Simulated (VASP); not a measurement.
Write the native input for VASP 6.6.1 that does the following.

| Property | Result |
| --- | --- |
| Task | single point |
| Functional | PBE |
| Potentials or basis | VASP PAW PBE potentials, release 64 (W_sv) |
| Cutoff | 520 eV |
| k mesh | 9 × 9 × 1 |
| Occupations | fermi-dirac, width 0.08 eV |
| Spin | no spin polarisation |
| Dipole correction | yes |
| Further INCAR settings | ALGO = Normal; EDIFF = 1e-07; NBANDS = 13 |

The structure of W lies in POSCAR:

```
W
1.0
    4.5020337158      0.0000000000      0.0000000000
   -2.2510168579      3.8988755665      0.0000000000
    0.0000000000      0.0000000000     16.0000000000
W
1
Direct
    0.0000000000      0.0000000000      0.5000000000
```

One way to write it, as run:

INCAR

```
SYSTEM = W
  PREC = Accurate
  ENCUT = 520
  EDIFF = 1E-7
  ISMEAR = -1
  SIGMA = 0.08
  LREAL = .False.
  LASPH = .True.
  NELM = 100
  ALGO = Normal
  ISIF = 2
  LWAVE = .False.
  LCHARG = .False.
  LDIPOL = .True.
  IDIPOL = 3
  DIPOL = 0.5 0.5 0.500
  GGA = PE
  NBANDS = 13
```

KPOINTS

```
regular mesh
0
Gamma
  9 9 1
  0 0 0
```

Potentials or basis: VASP PAW PBE potentials, release 64 (W_sv).

The run is started by

```sh
$ cat potpaw_PBE.64/W_sv/POTCAR > POTCAR
$ mpirun -np 1 vasp_std > vasp.out
```

It gave:

| Quantity | Value |
| --- | --- |
| Band gap on the k mesh | zero (band 7 reaches -3.83 eV, above the bottom of band 8 at -3.88 eV) |

Caveat: spin-orbit coupling is left out, which moves the levels of the heavy elements.

It took 100 s on 1 thread of Intel Xeon 8259CL, on a shared host, peak memory 0.39 GiB.
